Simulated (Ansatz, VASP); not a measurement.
# RbBr in VASP and in Ansatz

INCAR

```
PREC = Accurate ; ENCUT = 520
EDIFF = 1E-7 ; ISMEAR = -1
SIGMA = 0.03 ; LREAL = False
LASPH = True ; NELM = 80
ALGO = Normal ; ISIF = 2
LWAVE = False ; LCHARG = True
GGA = PE ; LELF = True
LVHAR = True ; NBANDS = 15
```

Contents of KPOINTS:

```
regular mesh
0
Gamma
  7 7 7
```

POSCAR

```
RbBr
1.0
    0.0000000000      3.3246750000      3.4275000000
    3.3246750000      0.0000000000      3.4275000000
    3.3246750000      3.3246750000      0.0000000000
Rb Br
1 1
Direct
    0.0000000000      0.0000000000      0.0000000000
    0.5000000000      0.5000000000      0.5000000000
```

Input for Ansatz:

```yaml
crystal:
  lattice:
    - [0.0, 3.324675, 3.4275]
    - [3.324675, 0.0, 3.4275]
    - [3.324675, 3.324675, 0.0]
  atoms:
    - { symbol: Rb, position: [0.0, 0.0, 0.0] }
    - { symbol: Br, position: [0.5, 0.5, 0.5] }
kpoints:
  mp_grid: { grid: [7, 7, 7] }
scf:
  occupations: { method: fermi_dirac, width: 0.03 }
hamiltonian:
  xc: pbe
  pseudopotentials: { kind: all_electron, lapw: { basis_error: 0.001 } }
output:
  forces: true
  stress: true
  eigenvalues: true
```

Change from the starting cell: x and y stretched by -3 %, z held.

Alike in both runs: task single point; functional PBE; k mesh 7 × 7 × 7; occupations fermi-dirac, width 0.03 eV; no spin polarisation.

|  | VASP | Ansatz |
| --- | --- | --- |
| version | VASP 6.6.1 | Ansatz 0.2.0 |
| potentials or method | VASP PAW PBE potentials, release 64 (Rb_sv, Br), cutoff 520 eV | all-electron LAPW, scalar-relativistic |

|  | VASP | Ansatz | Ansatz less VASP |
| --- | --- | --- | --- |
| gap on the k mesh at the Fermi level (eV) | 4.50 | 4.51 | +0.003 |
| pressure (GPa) | 2.2 | 2.2 | -0.04 |
| traceless stress, the component that is largest in VASP (GPa) | -0.88 | -0.87 | +0.010 |

Ansatz ran all-electron here, and VASP with PAW potentials.
